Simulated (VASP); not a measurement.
The system is AlO2.

```
CELL_PARAMETERS angstrom
0.00000 2.74610 2.74610
2.74610 0.00000 2.74610
2.74610 2.74610 0.00000
ATOMIC_POSITIONS crystal
Al 0.50000 0.50000 0.50000
O 0.00000 0.00000 0.00000
O 0.25000 0.25000 0.25000
```

The cell was generated, and may not be a known phase.

| Property | Result |
| --- | --- |
| Program | VASP 6.6.1 |
| Task | relaxation of cell and atoms |
| Functional | PBE |
| Potentials or basis | VASP PAW PBE potentials, release 64 (Al, O) |
| Cutoff | 600 eV |
| k mesh | 6 × 6 × 6 |
| Occupations | gaussian, width 0.1 eV |
| Spin | collinear spin, ferromagnetic start |
| Starting moments | [0.0, 1.0, 1.0] μB |

At the start: pressure -25.4 GPa; volume 13.81 Å³/atom.

Question: Where does the relaxation end?

Answer: Over 3 steps the energy falls by 451.4 meV/atom and the volume is 9.73 Å³/atom (-29.5 %); space group F-43m (No. 216, to 0.1 Å) before and after; moment 1.01 μB per cell.

Step by step:
```csv
step,energy change (eV),largest force (eV/Å),pressure (GPa),volume (Å³)
1,0.0000,0.0000,-25.36,41.42
2,-1.3503,0.0000,-2.54,29.65
3,-1.3542,0.0000,-0.21,29.20
```

Final structure:
```xyz
3
Lattice="0.0000 2.4441 2.4441 2.4441 0.0000 2.4441 2.4441 2.4441 0.0000" Properties=species:S:1:pos:R:3 pbc="T T T"
Al    2.4441    2.4441    2.4441
O     0.0000    0.0000    0.0000
O     1.2220    1.2220    1.2220
```

Caveat: the volume moved by over 15 % at a fixed basis, so the end points are rough.
